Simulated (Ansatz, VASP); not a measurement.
**PbS: VASP beside Ansatz**

Contents of INCAR:

```
SYSTEM = PbS
PREC     = Accurate       ! precision mode
ENCUT    = 500            ! plane-wave cutoff, eV
EDIFF    = 1E-6           ! SCF threshold, eV
ISMEAR   = -1             ! smearing method
SIGMA    = 0.05           ! smearing width, eV
LREAL    = .FALSE.        ! projectors in reciprocal space
LASPH    = .TRUE.         ! aspherical terms in the spheres
NELM     = 200            ! most SCF steps
ALGO     = Normal         ! electronic algorithm
ISIF     = 2              ! what is computed and relaxed
LWAVE    = .FALSE.        ! write WAVECAR
LCHARG   = .FALSE.        ! write CHGCAR
MAGMOM   = 0 0 0 0 0 0 0 0 0 0 0 0 ! initial moments
LORBIT   = 11             ! projections on sites
LSORBIT  = .TRUE.         ! spin-orbit coupling
GGA_COMPAT= .FALSE.      
LORBMOM  = .TRUE.       
GGA      = PS             ! functional
NBANDS   = 54             ! bands
```

The input KPOINTS:

```
regular mesh
0
G
  5 5 4
  0 0 0
```

File POSCAR:

```
PbS
1.0
    2.0799526950     -5.9912968650      0.0000000000
    2.0799526950      5.9912968650      0.0000000000
    0.0000000000      0.0000000000      4.2793209400
Pb S
2 2
Direct
    0.1305633500      0.8694366500      0.2500000000
    0.8694366500      0.1305633500      0.7500000000
    0.3547970900      0.6452029100      0.2500000000
    0.6452029100      0.3547970900      0.7500000000
```

File input.yaml:

```yaml
crystal:
  lattice:
    - [2.079952695, -5.991296865, 0.0]
    - [2.079952695, 5.991296865, 0.0]
    - [0.0, 0.0, 4.27932094]
  atoms:
    - { symbol: Pb, position: [0.13056335, 0.86943665, 0.25] }
    - { symbol: Pb, position: [0.86943665, 0.13056335, 0.75] }
    - { symbol: S, position: [0.35479709, 0.64520291, 0.25] }
    - { symbol: S, position: [0.64520291, 0.35479709, 0.75] }
kpoints:
  mp_grid: { grid: [5, 5, 4] }
  band_path:
    path:
      - [0.0, 0.0, 0.0]
      - [0.2801304242, 0.2801304242, 0.0]
      - [0.0, 0.5, 0.0]
      - [0.0, 0.5, 0.5]
      - [0.2801304242, 0.2801304242, 0.5]
      - [0.0, 0.0, 0.5]
      - [0.0, 0.0, 0.0]
      - [-0.5, 0.5, 0.0]
    npoints: 8
scf:
  occupations: { method: fermi_dirac, width: 0.05 }
hamiltonian:
  xc: pbesol
  pseudopotentials: { kind: all_electron, lapw: { basis_error: 0.002 } }
magnetization:
  noncollinear: true
  spin_orbit: true
output:
  forces: true
  stress: true
  eigenvalues: true
```

Alike in both runs: functional PBEsol; k mesh 5 × 5 × 4; occupations fermi-dirac, width 0.05 eV; non-collinear spin, spin-orbit coupling.

|  | VASP | Ansatz |
| --- | --- | --- |
| version | VASP 6.6.1 | Ansatz 0.2.0 |
| potentials or method | VASP PAW PBE potentials, release 64 (Pb_d, S), cutoff 500 eV | all-electron LAPW, relativistic spinors |
| task | single point | band structure |

Ansatz gave:

```
pressure (GPa)                                                : -2.1
traceless stress, the component that is largest in VASP (GPa) : -0.14
rms of the force components (eV/Å)                            : 0.055
net moment per atom (μB)                                      : 0.00
```

Problem. Which values does VASP return?

Solution. Pressure (GPa): -2.1; traceless stress, the component that is largest in VASP (GPa): -0.16; rms of the force components (eV/Å): 0.042; net moment per atom (μB): 0.00.

VASP's potentials were made for PBE, not for PBEsol. Atom by atom the forces differ by 0.014 eV/Å (rms over components). Ansatz ran all-electron here, and VASP with PAW potentials.

The k mesh is coarse, so the values compare programs but aren't converged.
